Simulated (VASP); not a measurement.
Wanted: the native input for a VASP 6.6.1 run.

```
Task                   : single point
Functional             : PBE
Dispersion             : D3(BJ)
Potentials or basis    : VASP PAW PBE potentials, release 64 (Ga_d, Sb)
Cutoff                 : 520 eV
k mesh                 : 12 × 12 × 12
Occupations            : gaussian, width 0.15 eV
Spin                   : no spin polarisation
Dipole correction      : no
Further INCAR settings : ALGO = Normal; EDIFF = 1e-07; NBANDS = 22
```

The structure of GaSb3 lies in POSCAR:

```
GaSb3
1.0
    0.0000000000      3.6478901005      3.6478901005
    3.6478901005      0.0000000000      3.6478901005
    3.6478901005      3.6478901005      0.0000000000
Ga Sb
1 3
Direct
    0.0137065533      0.0137065533     -0.0137065533
    0.2500000000      0.2500000000      0.2500000000
    0.7500000000      0.7500000000      0.7500000000
    0.5000000000      0.5000000000      0.5000000000
```

This cell differs from its parent crystal: atom 1 (Ga) moved -0.100 Å towards its neighbour atom 4 (Sb) at 3.648 Å.

One way to write it, as run:

INCAR

```
SYSTEM = GaSb3
ALGO = Normal
EDIFF = 1E-7
ENCUT = 520
GGA = PE
ISIF = 2
ISMEAR = 0
IVDW = 12
LASPH = .TRUE.
LCHARG = .TRUE.
LELF = .TRUE.
LREAL = .FALSE.
LVHAR = .TRUE.
LWAVE = .FALSE.
NBANDS = 22
NELM = 60
PREC = Accurate
SIGMA = 0.15
```

KPOINTS

```
k-points
0
G
  12 12 12
  0 0 0
```

Potentials or basis: VASP PAW PBE potentials, release 64 (Ga_d, Sb).

Launch:

```sh
$ cat potpaw_PBE.64/Ga_d/POTCAR potpaw_PBE.64/Sb/POTCAR > POTCAR
$ mpirun -np 1 vasp_std > vasp.out
```

Results of the run:

```
Pressure                   : 0.4 GPa
Largest force              : 0.179 eV/Å
Band gap on the k mesh     : zero (bands 14 and 15 overlap by 4.12 eV)
Dispersion energy per atom : -0.479 eV
```

Caveat: the cell differs from its parent crystal (atom 1 (Ga) moved -0.100 Å towards its neighbour atom 4 (Sb) at 3.648 Å); spin-orbit coupling is left out, which moves the levels of the heavy elements.

Wall time 7.7 min on 1 thread of Intel Xeon 8259CL, with other jobs on the host, peak memory 0.49 GiB.
